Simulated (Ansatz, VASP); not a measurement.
# Mg5CdO6 in VASP and in Ansatz

```
Mg Cd O
1.0
     3.09663    0.00000    0.00000
     0.00000    3.09663    0.00000
     0.00000    0.00000   13.12089
Mg Cd O
5 1 6
Direct
  0.00000 0.00000 0.82003
  0.00000 0.00000 0.17997
  0.50000 0.50000 0.34123
  0.00000 0.00000 0.50000
  0.50000 0.50000 0.65877
  0.50000 0.50000 0.00000
  0.00000 0.00000 0.00000
  0.50000 0.50000 0.18282
  0.00000 0.00000 0.34063
  0.50000 0.50000 0.50000
  0.00000 0.00000 0.65937
  0.50000 0.50000 0.81718
```

Alike in both runs: functional PBE; k mesh 6 × 6 × 2; occupations gaussian, width 0.1 eV; no spin polarisation.

Ansatz relaxed the structure, and its values are those at the end. VASP's run is a single point on that final structure, the one shown.

|  | VASP | Ansatz |
| --- | --- | --- |
| version | VASP 6.6.1 | Ansatz 0.2.0 |
| potentials or method | VASP PAW PBE potentials, release 64 (Mg, Cd, O), cutoff 520 eV | scalar-relativistic, plane waves, PAW |
| valence electrons in the cell | 58 | 106 |

|  | VASP | Ansatz | Ansatz less VASP |
| --- | --- | --- | --- |
| gap on the k mesh at the Fermi level (eV) | 1.39 | 1.41 | +0.015 |
| least direct gap on the mesh (eV) | 2.75 | 2.78 | +0.029 |
| pressure (GPa) | -0.1 | 0.0 | +0.07 |
| rms of the force components (eV/Å) | 0.008 | 0.002 | -0.0064 |

VASP's potentials hold 58 valence electrons a cell and Ansatz's 106, so a difference there can come from the potentials and not from the codes.
